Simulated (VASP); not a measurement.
# Te2Mo in VASP: notebook

Te2Mo is run at these levels: r2SCAN; tasks: single point.

All numbers are computed with VASP 6.6.1; they aren't measurements. Logs are shortened: lines on timing, memory, paths and dates and some standing lists are left out, and cuts for length are marked.

## Step 1: The cell of the first run

It takes space group P6_3/mmc (No. 194, hexagonal). The conventional cell has a = 3.555 Å, b = 3.555 Å, c = 14.229 Å, α = 90.00°, β = 90.00°, γ = 120.00°. Te (site symmetry 3m) has 3 Mo at 2.72 Å and 7 Te at 3.56 to 3.58 Å within 3.6 Å. Within 3.6 Å of Mo (site symmetry -6m2) lie 6 Te at 2.72 Å and 6 Mo at 3.56 Å.

## Step 2: Single point, r2SCAN (strain +0.4%)

POSCAR reads:

```
Te2Mo
1.0
    3.5552370845      0.0000000000      0.0000000000
   -1.7776185423      3.0789256317      0.0000000000
    0.0000000000      0.0000000000     14.2287277742
Te Mo
4 2
Direct
    0.3333333333      0.6666666667      0.1241587077
    0.6666666667      0.3333333333      0.6241565780
    0.6666666667      0.3333333333      0.8758412923
    0.3333333333      0.6666666667      0.3758434220
    0.3333333333      0.6666666667      0.7499988950
    0.6666666667      0.3333333333      0.2500011050
```

INCAR.step1 reads:

```
PREC = Accurate ; ENCUT = 520
ISMEAR = 0 ; SIGMA = 0.01
LREAL = False ; LASPH = True
NELM = 60 ; NBANDS = 35
GGA = PE ; ALGO = Normal
EDIFF = 1E-4 ; LWAVE = True
LCHARG = False
```

INCAR.step2 reads:

```
PREC = Accurate ; ENCUT = 520
EDIFF = 1E-6 ; ISMEAR = 0
SIGMA = 0.01 ; LREAL = False
LASPH = True ; NELM = 60
ALGO = Normal ; ISIF = 2
LWAVE = False ; LCHARG = False
METAGGA = R2SCAN ; LMIXTAU = True
NBANDS = 35 ; ISTART = 1
```

KPOINTS reads:

```
Automatic mesh
0
Gamma
  12 12 2
```

Potentials or basis: VASP PAW PBE potentials, release 64 (Te, Mo_sv).

Run with:

```console
cat potpaw_PBE.64/Te/POTCAR potpaw_PBE.64/Mo_sv/POTCAR > POTCAR
cp INCAR.step1 INCAR
mpirun -np 1 vasp_std > vasp.out
cp INCAR.step2 INCAR
mpirun -np 1 vasp_std > vasp.out
```

OUTCAR:

```text
PREC = Accurate
   ENCUT = 520
   EDIFF = 1E-6
   ISMEAR = 0
   LREAL = False
   LASPH = True
   NELM = 60
   ISIF = 2
   METAGGA = R2SCAN
   ISTART = 1

 ion  position               nearest neighbor table
   1  0.333  0.667  0.124-   6 2.72   6 2.72   6 2.72   4 3.58
   2  0.667  0.333  0.624-   5 2.72   5 2.72   5 2.72   3 3.58
   3  0.667  0.333  0.876-   5 2.72   5 2.72   5 2.72   2 3.58
   4  0.333  0.667  0.376-   6 2.72   6 2.72   6 2.72   1 3.58
   5  0.333  0.667  0.750-   2 2.72   2 2.72   2 2.72   3 2.72   3 2.72   3 2.72
   6  0.667  0.333  0.250-   4 2.72   4 2.72   4 2.72   1 2.72   1 2.72   1 2.72

  LATTYP: Found a hexagonal cell.
 ALAT       =     3.5552370845
 C/A-ratio  =     4.0021881624

  Lattice vectors:

 A1 = (   3.5552370845,   0.0000000000,   0.0000000000)
 A2 = (  -1.7776185423,   3.0789256317,   0.0000000000)
 A3 = (   0.0000000000,   0.0000000000,  14.2287277742)

Analysis of symmetry for initial positions (statically):
=====================================================================
 Subroutine PRICEL returns:
 Original cell was already a primitive cell.

 Routine SETGRP: Setting up the symmetry group for a
 hexagonal supercell.

 Subroutine GETGRP returns: Found 24 space group operations
 (whereof 12 operations were pure point group operations)
 out of a pool of 24 trial point group operations.

The static configuration has the point symmetry D_3d.
 The point group associated with its full space group is D_6h.

Analysis of symmetry for dynamics (positions and initial velocities):
=====================================================================
 Subroutine PRICEL returns:
 Original cell was already a primitive cell.

 Routine SETGRP: Setting up the symmetry group for a
 hexagonal supercell.

 Subroutine GETGRP returns: Found 24 space group operations
 (whereof 12 operations were pure point group operations)
 out of a pool of 24 trial point group operations.

The dynamic configuration has the point symmetry D_3d.
 The point group associated with its full space group is D_6h.

 Subroutine INISYM returns: Found 24 space group operations
 (whereof 12 operations are pure point group operations),
 and found     1 'primitive' translations

----------------------------------------------------------------------------------------

                                     Primitive cell

  volume of cell :     155.7521

  direct lattice vectors                    reciprocal lattice vectors
     3.555237084  0.000000000  0.000000000     0.281275194  0.162394309  0.000000000
    -1.777618542  3.078925632  0.000000000     0.000000000  0.324788618  0.000000000
     0.000000000  0.000000000 14.228727774     0.000000000  0.000000000  0.070280352

  length of vectors
     3.555237084  3.555237085 14.228727774     0.324788618  0.324788618  0.070280352

  position of ions in fractional coordinates (direct lattice)
     0.333333333  0.666666667  0.124158708
     0.666666667  0.333333333  0.624156578
     0.666666667  0.333333333  0.875841292
     0.333333333  0.666666667  0.375843422
     0.333333333  0.666666667  0.749998895
     0.666666667  0.333333333  0.250001105

  ion indices of the primitive-cell ions
   primitive index   ion index
                 1           1
                 2           2
                 3           3
                 4           4
                 5           5
                 6           6

----------------------------------------------------------------------------------------

 KPOINTS: Automatic mesh

Automatic generation of k-mesh.
 Grid dimensions read from file:
 generate k-points for:   12   12    2

 Generating k-lattice:

  Cartesian coordinates                     Fractional coordinates (reciprocal lattice)
     0.023439599  0.013532859  0.000000000     0.083333333  0.000000000  0.000000000
     0.000000000  0.027065718  0.000000000     0.000000000  0.083333333  0.000000000
     0.000000000  0.000000000  0.035140176     0.000000000  0.000000000  0.500000000

  Length of vectors
     0.027065718  0.027065718  0.035140176

  Shift w.r.t. Gamma in fractional coordinates (k-lattice)
     0.000000000  0.000000000  0.000000000

 Subroutine IBZKPT returns following result:
 ===========================================

 Found     38 irreducible k-points:

 Following reciprocal coordinates:
            Coordinates               Weight
  0.000000  0.000000  0.000000      1.000000
  0.083333 -0.000000  0.000000      6.000000
  0.166667 -0.000000  0.000000      6.000000
  0.250000 -0.000000  0.000000      6.000000
  0.333333 -0.000000  0.000000      6.000000
  0.416667 -0.000000  0.000000      6.000000
[... 16 lines left out ...]
  0.250000 -0.000000  0.500000      6.000000
  0.333333 -0.000000  0.500000      6.000000
 [... further k-points ...]
   k-points           NKPTS =     38   k-points in BZ     NKDIM =     38   number of bands    NBANDS=     35
   number of dos      NEDOS =    301   number of ions     NIONS =      6
   total plane-waves  NPLWV =  84672
   dimension x,y,z NGX =    28 NGY =   28 NGZ =  108
   dimension x,y,z NGXF=    56 NGYF=   56 NGZF=  216
   ions per type =               4   2
   NGX,Y,Z   is equivalent  to a cutoff of  13.09, 13.09, 12.62 a.u.
   NGXF,Y,Z  is equivalent  to a cutoff of  26.19, 26.19, 25.24 a.u.
 SYSTEM =  unknown system
   PREC   = accura    normal or accurate (medium, high low for compatibility)
   ISTART =      1    job   : 0-new  1-cont  2-samecut
   ICHARG =      0    charge: 1-file 2-atom 10-const
   ISPIN  =      1    spin polarized calculation?
   LNONCOLLINEAR =      F non collinear calculations
   LSORBIT =      F    spin-orbit coupling
   LASPH  =      T    aspherical Exc in radial PAW
   ENCUT  =  520.0 eV  38.22 Ry    6.18 a.u.   6.61  6.61 26.46*2*pi/ulx,y,z
   NELM   =     60;   NELMIN=  2; NELMDL=  0     # of ELM steps
   EDIFF  = 0.1E-05   stopping-criterion for ELM
   LREAL  =      F    real-space projection
   EDIFFG = 0.1E-04   stopping-criterion for IOM
   NSW    =      0    number of steps for IOM
   IBRION =     -1    ionic relax: 0-MD 1-quasi-New 2-CG
   NFREE  =      0    steps in history (QN), initial steepest desc. (CG)
   ISIF   =      2    stress and relaxation
   ISYM   =      2    0-nonsym 1-usesym 2-fastsym
   POTIM  = 0.5000    time-step for ionic-motion
   TEBEG  =    0.0;   TEEND  =   0.0 temperature during run
   PSTRESS=    0.0 pullay stress
   NELECT =      52.0000    total number of electrons
   NUPDOWN=      -1.0000    fix difference up-down
   EMIN   =  10.00;   EMAX   =-10.00  energy-range for DOS
   EFERMI =   0.00;   METHOD = LEGACY
   ISMEAR =     0;   SIGMA  =   0.01  broadening in eV -4-tet -1-fermi 0-gaus
   EFERMI_NEDOS =   21; number of points for ismear=-14 and -15
   IALGO  =     38    algorithm
   IMIX   =      4    mixing-type and parameters
     AMIX     =   0.40;   BMIX     =  1.00
     AMIX_MAG =   1.60;   BMIX_MAG =  1.00
  volume/ion in A,a.u.               =      25.96       175.18
  Fermi-wavevector in a.u.,A,eV,Ry     =   1.135703  2.146167 17.549076  1.289821
  Thomas-Fermi vector in A             =   2.272408
   LORBIT       =      0    0 simple, 1 ext, 2 COOP (PROOUT), +10 PAW based schemes
   METAGGA = R2SCAN    functional components
   LHFCALC =     F    Hartree Fock is set to
   AEXX    =    0.0000 exact exchange contribution
   IVDW    =     0    specifies the selected vdW correction
   LEPSILON=     F    determine dielectric tensor
   LRPA    =     F    only Hartree local field effects (RPA)
 non-spin polarized calculation
 Gauss-broadening in eV      SIGMA  =   0.01
  energy-cutoff  :      520.00
  volume of cell :      155.75
 maximum number of plane-waves:      4265
 NGX is ok and might be reduce to    28
   NGX = 13   NGY = 13   NGZ = 53

 number of electron      52.0000003 magnetization

 Free energy of the ion-electron system (eV)
  ---------------------------------------------------
  ext. energy  EPLUGINS =         0.00000000
  ---------------------------------------------------
  free energy    TOTEN  =      -155.64813873 eV

  energy without entropy =     -155.64813873  energy(sigma->0) =     -155.64813873

 E-fermi :   7.7527     XC(G=0): -10.7841

 val. band max:        7.5593136752   @ k =   0.0000   0.0000   0.0000
 cond. band min:       8.4925249318   @ k =   0.2500   0.1667   0.0000
 fundamental gap:      0.9332112566
 Fermi energy:         7.7527192397

 k-point     1 :       0.0000    0.0000    0.0000
  band No.  band energies     occupation
      1     -55.2435      2.00000
      2     -55.2435      2.00000
      3     -28.6663      2.00000
      4     -28.6662      2.00000
      5     -28.5740      2.00000
      6     -28.5740      2.00000
[... 27 lines left out ...]
     34      10.9612      0.00000
     35      13.6647      0.00000

 k-point     2 :       0.0833   -0.0000    0.0000
  band No.  band energies     occupation
      1     -55.2429      2.00000
      2     -55.2428      2.00000
      3     -28.6643      2.00000
      4     -28.6643      2.00000
      5     -28.5827      2.00000
      6     -28.5826      2.00000
[... 27 lines left out ...]
     34      10.7643      0.00000
     35      14.0760      0.00000

 k-point     3 :       0.1667   -0.0000    0.0000
  band No.  band energies     occupation
      1     -55.2411      2.00000
      2     -55.2411      2.00000
      3     -28.6590      2.00000
      4     -28.6589      2.00000
      5     -28.6062      2.00000
      6     -28.6061      2.00000
[... 27 lines left out ...]
     34      10.9695      0.00000
     35      14.3326      0.00000
[... 723 lines left out ...]
 k-point    23 :       0.2500   -0.0000    0.5000
  band No.  band energies     occupation
      1     -55.2387      2.00000
      2     -55.2386      2.00000
      3     -28.6517      2.00000
      4     -28.6516      2.00000
      5     -28.6382      2.00000
      6     -28.6381      2.00000
[... 27 lines left out ...]
     34      11.0438      0.00000
     35      14.1487      0.00000

 k-point    24 :       0.3333   -0.0000    0.5000
  band No.  band energies     occupation
      1     -55.2363      2.00000
      2     -55.2362      2.00000
      3     -28.6699      2.00000
      4     -28.6698      2.00000
      5     -28.6444      2.00000
      6     -28.6443      2.00000
[... 27 lines left out ...]
     34      11.1564      0.00000
     35      13.1511      0.00000

 [... further k-points ...]

------------------------ aborting loop because EDIFF is reached ----------------------------------------

  FORCE on cell =-STRESS in cart. coord.  units (eV):
  Direction    XX          YY          ZZ          XY          YZ          ZX
  --------------------------------------------------------------------------------------
  -------------------------------------------------------------------------------------
  Total        0.6318279      0.6318279      1.0063685     -0.0000000      0.0000000      0.0000000
  in kB        6.4994346      6.4994346     10.3522269     -0.0000000      0.0000000      0.0000000
  external PRESSURE =       7.7836987 kB  Pullay stress =       0.0000000 kB

 VOLUME and BASIS-vectors are now :
 -----------------------------------------------------------------------------
  energy-cutoff  :      520.00
  volume of cell :      155.75
      direct lattice vectors                 reciprocal lattice vectors
     3.555237084  0.000000000  0.000000000     0.281275194  0.162394309  0.000000000
    -1.777618542  3.078925632  0.000000000     0.000000000  0.324788618  0.000000000
     0.000000000  0.000000000 14.228727774     0.000000000  0.000000000  0.070280352

 POSITION                                       TOTAL-FORCE (eV/Angst)
 -----------------------------------------------------------------------------------
     -0.00000      2.05262      1.76662        -0.000000     -0.000000      0.004411
      1.77762      1.02631      8.88095         0.000000      0.000000      0.004411
      1.77762      1.02631     12.46211         0.000000      0.000000     -0.004411
     -0.00000      2.05262      5.34777        -0.000000     -0.000000     -0.004411
     -0.00000      2.05262     10.67153         0.000000      0.000000      0.000000
      1.77762      1.02631      3.55720        -0.000000     -0.000000      0.000000
 -----------------------------------------------------------------------------------
    total drift:                               -0.000000     -0.022619     -0.028605

  FREE ENERGIE OF THE ION-ELECTRON SYSTEM (eV)
  ---------------------------------------------------
  free  energy   TOTEN  =      -155.6481387301 eV

  energy  without entropy=     -155.6481387301  energy(sigma->0) =     -155.64813873
```

Wall time 12 min (1 thread of Intel Xeon Platinum 8375C at 2.90GHz (Ice Lake), shared host); peak memory 0.41 GiB.

Results:

```yaml
Free_energy: -155.6481 eV
Pressure: 0.8 GPa
Largest_force: 0.004 eV/Å
Band_gap_on_the_k_mesh: 0.93 eV, indirect (least direct gap 1.06 eV)
```

Forces in eV/Å, atoms in the order of the input:
```
Te   0.000  0.000  0.004
Te   0.000  0.000  0.004
Te   0.000  0.000 -0.004
Te   0.000  0.000 -0.004
Mo   0.000  0.000  0.000
Mo   0.000  0.000  0.000
```

Caveat: the cell differs from its parent crystal (strain +0.4%); the PAW data sets were made with another functional, which shifts forces and pressure a little; spin-orbit coupling is left out, which moves the levels of the heavy elements. A k mesh can miss the band edges.

(Continued in part 2 of 2.)
